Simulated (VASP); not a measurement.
# Al3BP4 (C2/m) in VASP: single point with PBE

Aim: the single point of Al3BP4 with PBE.

All numbers are computed with VASP 6.6.1; they aren't measurements. Logs are shortened: lines on timing, memory, paths and dates and some standing lists are left out, and cuts for length are marked.

## Step 1: The cell of the first run

The structure is monoclinic, space group C2/m (No. 12). The conventional cell has a = 6.256 Å, b = 6.276 Å, c = 7.704 Å, α = 90.00°, β = 95.15°, γ = 90.00°. Within 3.4 Å of Al (site symmetry 2/m) lie 2 Al at 2.61 Å and 4 P at 3.13 to 3.14 Å. Within 2.9 Å of Al (site symmetry m) lie 1 B at 2.17 Å and 4 P at 2.33 to 2.88 Å and 1 Al at 2.61 Å. Within 2.9 Å of B (site symmetry 2/m) lie 2 Al at 2.17 Å and 4 P at 2.22 Å. Within 2.9 Å of P (site symmetry -1) lie 2 B at 2.22 Å and 2 P at 2.22 Å and 2 Al at 2.55 Å. Within 2.9 Å of P (site symmetry 2/m) lie 4 P at 2.22 Å and 2 Al at 2.88 Å. Within 3.1 Å of P (site symmetry 2/m) lie 2 Al at 2.33 Å.

## Step 2: Single point, PBE

INCAR reads:

```
PREC = Accurate
ENCUT = 500
EDIFF = 1E-6
ISMEAR = 0
SIGMA = 0.2
LREAL = F
LASPH = T
NELM = 120
ALGO = Normal
ISIF = 2
LWAVE = F
LCHARG = F
GGA = PE
NBANDS = 26
GGA_COMPAT = F
```

KPOINTS reads:

```
Automatic mesh
0
Gamma
  4 4 2
```

POSCAR reads:

```
Al3BP4
1.0
    3.0591138886     -3.1382025702      0.6531077291
    3.0591138886      3.1382025702      0.6531077291
   -0.9263742514      0.0000000000      7.6481799473
Al B P
3 1 4
Direct
    0.5000000000      0.5000000000      0.5000000000
    0.1872548673      0.1872548673      0.7483143266
    0.8127451327      0.8127451327      0.2516856734
    0.0000000000      0.0000000000      0.0000000000
    0.0000000000      0.5000000000      0.0000000000
    0.5000000000      0.0000000000      0.0000000000
    0.5000000000      0.5000000000      0.0000000000
    0.0000000000      0.0000000000      0.5000000000
```

Potentials or basis: VASP PAW PBE potentials, release 64 (Al, B, P).

On the command line:

```console
> cat potpaw_PBE.64/Al/POTCAR potpaw_PBE.64/B/POTCAR potpaw_PBE.64/P/POTCAR > POTCAR
> mpirun -np 1 vasp_std > vasp.out
```

OUTCAR:

```text
PREC = Accurate
   ENCUT = 500
   EDIFF = 1E-6
   ISMEAR = 0
   LREAL = F
   LASPH = T
   NELM = 120
   ISIF = 2
   GGA = PE

 ion  position               nearest neighbor table
   1  0.500  0.500  0.500-   2 2.61   3 2.61   8 3.13   8 3.13   8 3.14   8 3.14
   2  0.187  0.187  0.748-   4 2.17   8 2.33   6 2.55   5 2.55   1 2.61   7 2.88
   3  0.813  0.813  0.252-   4 2.17   8 2.33   6 2.55   5 2.55   1 2.61   7 2.88
   4  0.000  0.000  0.000-   2 2.17   3 2.17   5 2.22   6 2.22   5 2.22   6 2.22
   5  0.000  0.500  0.000-   4 2.22   7 2.22   4 2.22   7 2.22   2 2.55   3 2.55
   6  0.500  0.000  0.000-   4 2.22   7 2.22   7 2.22   4 2.22   2 2.55   3 2.55
   7  0.500  0.500  0.000-   5 2.22   6 2.22   6 2.22   5 2.22   2 2.88   3 2.88
   8  0.000  0.000  0.500-   2 2.33   3 2.33   1 3.13   1 3.13   1 3.14   1 3.14

  LATTYP: Found a base centered monoclinic cell.
 ALAT       =     6.2561098102
 B/A-ratio  =     1.0032440815
 C/A-ratio  =     1.2314487355
 COS(beta)  =    -0.0896809318

  Lattice vectors:

 A1 = (  -3.0591138886,   3.1382025702,  -0.6531077291)
 A2 = (  -3.0591138886,  -3.1382025702,  -0.6531077291)
 A3 = (  -0.9263742514,   0.0000000000,   7.6481799473)

Analysis of symmetry for initial positions (statically):
=====================================================================
 Subroutine PRICEL returns:
 Original cell was already a primitive cell.

 Routine SETGRP: Setting up the symmetry group for a
 base centered monoclinic supercell.

 Subroutine GETGRP returns: Found  4 space group operations
 (whereof  4 operations were pure point group operations)
 out of a pool of  4 trial point group operations.

The static configuration has the point symmetry C_2h.

Analysis of symmetry for dynamics (positions and initial velocities):
=====================================================================
 Subroutine PRICEL returns:
 Original cell was already a primitive cell.

 Routine SETGRP: Setting up the symmetry group for a
 base centered monoclinic supercell.

 Subroutine GETGRP returns: Found  4 space group operations
 (whereof  4 operations were pure point group operations)
 out of a pool of  4 trial point group operations.

The dynamic configuration has the point symmetry C_2h.

 Subroutine INISYM returns: Found  4 space group operations
 (whereof  4 operations are pure point group operations),
 and found     1 'primitive' translations

----------------------------------------------------------------------------------------

                                     Primitive cell

  volume of cell :     150.6442

  direct lattice vectors                    reciprocal lattice vectors
     3.059113889 -3.138202570  0.653107729     0.159325958 -0.159326872  0.019298116
     3.059113889  3.138202570  0.653107729     0.159325958  0.159326872  0.019298116
    -0.926374251  0.000000000  7.648179947    -0.027210922  0.000000000  0.127454180

  length of vectors
     4.430918963  4.430918963  7.704078515     0.226146480  0.226146480  0.130326522

  position of ions in fractional coordinates (direct lattice)
     0.500000000  0.500000000  0.500000000
     0.187254867  0.187254867  0.748314327
     0.812745133  0.812745133  0.251685673
     0.000000000  0.000000000  0.000000000
     0.000000000  0.500000000  0.000000000
     0.500000000  0.000000000  0.000000000
     0.500000000  0.500000000  0.000000000
     0.000000000  0.000000000  0.500000000

  ion indices of the primitive-cell ions
   primitive index   ion index
                 1           1
                 2           2
                 3           3
                 4           4
                 5           5
                 6           6
                 7           7
                 8           8

----------------------------------------------------------------------------------------

 KPOINTS: Automatic mesh

Automatic generation of k-mesh.
 Grid dimensions read from file:
 generate k-points for:    4    4    2

 Generating k-lattice:

  Cartesian coordinates                     Fractional coordinates (reciprocal lattice)
     0.039831490 -0.039831718  0.004824529     0.250000000  0.000000000  0.000000000
     0.039831490  0.039831718  0.004824529     0.000000000  0.250000000  0.000000000
    -0.013605461  0.000000000  0.063727090     0.000000000  0.000000000  0.500000000

  Length of vectors
     0.056536620  0.056536620  0.065163261

  Shift w.r.t. Gamma in fractional coordinates (k-lattice)
     0.000000000  0.000000000  0.000000000

 Subroutine IBZKPT returns following result:
 ===========================================

 Found     14 irreducible k-points:

 Following reciprocal coordinates:
            Coordinates               Weight
  0.000000  0.000000  0.000000      1.000000
  0.250000  0.000000 -0.000000      4.000000
  0.500000  0.000000 -0.000000      2.000000
  0.250000  0.250000 -0.000000      2.000000
  0.500000  0.250000 -0.000000      4.000000
 -0.250000  0.250000  0.000000      2.000000
  0.500000  0.500000 -0.000000      1.000000
  0.000000  0.000000  0.500000      1.000000
  0.250000  0.000000  0.500000      4.000000
  0.500000  0.000000  0.500000      2.000000
  0.250000  0.250000  0.500000      2.000000
  0.500000  0.250000  0.500000      4.000000
 -0.250000  0.250000  0.500000      2.000000
  0.500000  0.500000  0.500000      1.000000
   k-points           NKPTS =     14   k-points in BZ     NKDIM =     14   number of bands    NBANDS=     26
   number of dos      NEDOS =    301   number of ions     NIONS =      8
   total plane-waves  NPLWV =  57344
   dimension x,y,z NGX =    32 NGY =   32 NGZ =   56
   dimension x,y,z NGXF=    64 NGYF=   64 NGZF=  112
   ions per type =               3   1   4
   NGX,Y,Z   is equivalent  to a cutoff of  12.01, 12.01, 12.08 a.u.
   NGXF,Y,Z  is equivalent  to a cutoff of  24.01, 24.01, 24.17 a.u.
 SYSTEM =  unknown system
   PREC   = accura    normal or accurate (medium, high low for compatibility)
   ISTART =      0    job   : 0-new  1-cont  2-samecut
   ICHARG =      2    charge: 1-file 2-atom 10-const
   ISPIN  =      1    spin polarized calculation?
   LNONCOLLINEAR =      F non collinear calculations
   LSORBIT =      F    spin-orbit coupling
   LASPH  =      T    aspherical Exc in radial PAW
   ENCUT  =  500.0 eV  36.75 Ry    6.06 a.u.   8.08  8.08 14.05*2*pi/ulx,y,z
   NELM   =    120;   NELMIN=  2; NELMDL= -5     # of ELM steps
   EDIFF  = 0.1E-05   stopping-criterion for ELM
   LREAL  =      F    real-space projection
   EDIFFG = 0.1E-04   stopping-criterion for IOM
   NSW    =      0    number of steps for IOM
   IBRION =     -1    ionic relax: 0-MD 1-quasi-New 2-CG
   NFREE  =      0    steps in history (QN), initial steepest desc. (CG)
   ISIF   =      2    stress and relaxation
   ISYM   =      2    0-nonsym 1-usesym 2-fastsym
   POTIM  = 0.5000    time-step for ionic-motion
   TEBEG  =    0.0;   TEEND  =   0.0 temperature during run
   PSTRESS=    0.0 pullay stress
   NELECT =      32.0000    total number of electrons
   NUPDOWN=      -1.0000    fix difference up-down
   EMIN   =  10.00;   EMAX   =-10.00  energy-range for DOS
   EFERMI =   0.00;   METHOD = LEGACY
   ISMEAR =     0;   SIGMA  =   0.20  broadening in eV -4-tet -1-fermi 0-gaus
   EFERMI_NEDOS =   21; number of points for ismear=-14 and -15
   IALGO  =     38    algorithm
   IMIX   =      4    mixing-type and parameters
     AMIX     =   0.40;   BMIX     =  1.00
     AMIX_MAG =   1.60;   BMIX_MAG =  1.00
  volume/ion in A,a.u.               =      18.83       127.07
  Fermi-wavevector in a.u.,A,eV,Ry     =   0.976804  1.845891 12.981938  0.954146
  Thomas-Fermi vector in A             =   2.107451
   LORBIT       =      0    0 simple, 1 ext, 2 COOP (PROOUT), +10 PAW based schemes
   GGA     = PE    functional components
   LHFCALC =     F    Hartree Fock is set to
   AEXX    =    0.0000 exact exchange contribution
   IVDW    =     0    specifies the selected vdW correction
   LEPSILON=     F    determine dielectric tensor
   LRPA    =     F    only Hartree local field effects (RPA)
 non-spin polarized calculation
 Gauss-broadening in eV      SIGMA  =   0.20
  energy-cutoff  :      500.00
  volume of cell :      150.64
 maximum number of plane-waves:      3866
   NGX = 17   NGY = 17   NGZ = 27

 number of electron      32.0000003 magnetization

 Free energy of the ion-electron system (eV)
  ---------------------------------------------------
  ext. energy  EPLUGINS =         0.00000000
  ---------------------------------------------------
  free energy    TOTEN  =       -35.42960745 eV

  energy without entropy =      -35.32745055  energy(sigma->0) =      -35.37852900

 E-fermi :   5.5915     XC(G=0):  -9.4518

 val. band max:        5.5536429066   @ k =   0.5000   0.5000   0.5000
 cond. band min:       5.6181031322   @ k =  -0.2500   0.2500   0.0000
 fundamental gap:      0.0644602257
 Fermi energy:         5.5914547274

 k-point     1 :       0.0000    0.0000    0.0000
  band No.  band energies     occupation
      1     -10.0324      2.00000
      2      -5.0829      2.00000
      3      -4.1069      2.00000
      4      -3.3614      2.00000
      5      -2.5399      2.00000
      6      -2.1929      2.00000
[... 18 lines left out ...]
     25       9.8600      0.00000
     26      10.2610      0.00000

 k-point     2 :       0.2500    0.0000   -0.0000
  band No.  band energies     occupation
      1      -9.6307      2.00000
      2      -6.0725      2.00000
      3      -4.8676      2.00000
      4      -2.9334      2.00000
      5      -2.5187      2.00000
      6      -1.3583      2.00000
[... 18 lines left out ...]
     25      10.0423      0.00000
     26      10.3567      0.00000

 k-point     3 :       0.5000    0.0000   -0.0000
  band No.  band energies     occupation
      1      -8.8242      2.00000
      2      -7.6562      2.00000
      3      -4.6325      2.00000
      4      -2.3506      2.00000
      5      -1.5901      2.00000
      6      -1.5173      2.00000
[... 18 lines left out ...]
     25      10.3773      0.00000
     26      10.4824      0.00000

 k-point     4 :       0.2500    0.2500   -0.0000
  band No.  band energies     occupation
      1      -9.2306      2.00000
      2      -5.8862      2.00000
      3      -5.4036      2.00000
      4      -4.6238      2.00000
      5      -2.1473      2.00000
      6      -1.0674      2.00000
[... 18 lines left out ...]
     25      10.6533      0.00000
     26      10.7905      0.00000

 k-point     5 :       0.5000    0.2500   -0.0000
  band No.  band energies     occupation
      1      -8.3857      2.00000
      2      -7.3539      2.00000
      3      -4.8803      2.00000
      4      -4.5513      2.00000
      5      -3.2444      2.00000
      6      -0.8899      2.00000
[... 18 lines left out ...]
     25       9.8185      0.00000
     26      10.0361      0.00000

 k-point     6 :      -0.2500    0.2500    0.0000
  band No.  band energies     occupation
      1      -9.2185      2.00000
      2      -6.1843      2.00000
      3      -5.0637      2.00000
      4      -4.5936      2.00000
      5      -1.9438      2.00000
      6      -1.3966      2.00000
[... 137 lines left out ...]
 k-point    11 :       0.2500    0.2500    0.5000
  band No.  band energies     occupation
      1      -9.2273      2.00000
      2      -5.8853      2.00000
      3      -5.3573      2.00000
      4      -4.7631      2.00000
      5      -2.0177      2.00000
      6      -0.8141      2.00000
[... 18 lines left out ...]
     25      10.7284      0.00000
     26      11.1078      0.00000

 k-point    12 :       0.5000    0.2500    0.5000
  band No.  band energies     occupation
      1      -8.3844      2.00000
      2      -7.3458      2.00000
      3      -4.8820      2.00000
      4      -4.5731      2.00000
      5      -3.3293      2.00000
      6      -0.7902      2.00000
[... 18 lines left out ...]
     25      10.2039      0.00000
     26      11.1678      0.00000

 k-point    13 :      -0.2500    0.2500    0.5000
  band No.  band energies     occupation
      1      -9.2149      2.00000
      2      -6.1887      2.00000
      3      -4.9485      2.00000
      4      -4.7847      2.00000
      5      -2.0189      2.00000
      6      -0.9125      2.00000
[... 18 lines left out ...]
     25      10.3939      0.00000
     26      10.8959      0.00000

 k-point    14 :       0.5000    0.5000    0.5000
  band No.  band energies     occupation
      1      -7.2382      2.00000
      2      -7.0292      2.00000
      3      -6.7208      2.00000
      4      -4.5444      2.00000
      5      -4.4113      2.00000
      6      -0.0570      2.00000
[... 18 lines left out ...]
     25      10.2714      0.00000
     26      10.8540      0.00000

------------------------ aborting loop because EDIFF is reached ----------------------------------------

  FORCE on cell =-STRESS in cart. coord.  units (eV):
  Direction    XX          YY          ZZ          XY          YZ          ZX
  --------------------------------------------------------------------------------------
  -------------------------------------------------------------------------------------
  Total       -0.5197011     -0.2043906     -0.0355814      0.0000000      0.0000000     -0.0944066
  in kB       -5.5272827     -2.1737967     -0.3784258      0.0000000      0.0000000     -1.0040615
  external PRESSURE =      -2.6931684 kB  Pullay stress =       0.0000000 kB

 VOLUME and BASIS-vectors are now :
 -----------------------------------------------------------------------------
  energy-cutoff  :      500.00
  volume of cell :      150.64
      direct lattice vectors                 reciprocal lattice vectors
     3.059113889 -3.138202570  0.653107729     0.159325958 -0.159326872  0.019298116
     3.059113889  3.138202570  0.653107729     0.159325958  0.159326872  0.019298116
    -0.926374251  0.000000000  7.648179947    -0.027210922  0.000000000  0.127454180

 POSITION                                       TOTAL-FORCE (eV/Angst)
 -----------------------------------------------------------------------------------
      2.59593      0.00000      4.47720         0.000000      0.000000      0.000000
      0.45245      0.00000      5.96784         0.016607      0.000000     -0.064290
      4.73940      0.00000      2.98656        -0.016607      0.000000      0.064290
      0.00000      0.00000      0.00000         0.000000     -0.000000      0.000000
      1.52956      1.56910      0.32655         0.000000      0.000000      0.000000
      1.52956     -1.56910      0.32655        -0.000000      0.000000      0.000000
      3.05911      0.00000      0.65311         0.000000      0.000000      0.000000
     -0.46319      0.00000      3.82409        -0.000000      0.000000      0.000000
 -----------------------------------------------------------------------------------
    total drift:                                0.000000     -0.000000     -0.000000

  FREE ENERGIE OF THE ION-ELECTRON SYSTEM (eV)
  ---------------------------------------------------
  free  energy   TOTEN  =       -35.4296074517 eV

  energy  without entropy=      -35.3274505463  energy(sigma->0) =      -35.37852900
```

It took 21 s on 1 thread of Intel Xeon 6975P-C (Granite Rapids), shared host; peak memory 0.24 GiB.

Results:

```yaml
Free_energy: -35.4296 eV
Pressure: -0.3 GPa
Largest_force: 0.066 eV/Å
Band_gap_on_the_k_mesh: zero (band 16 reaches 5.70 eV, above the bottom of band 17 at 4.81 eV)
```

Forces on the atoms (eV/Å):
```
Al   0.000  0.000  0.000
Al   0.017  0.000 -0.064
Al  -0.017  0.000  0.064
B    0.000  0.000  0.000
P    0.000  0.000  0.000
P    0.000  0.000  0.000
P    0.000  0.000  0.000
P    0.000  0.000  0.000
```

Caveat: the k points lie up to 0.41 Å⁻¹ apart.
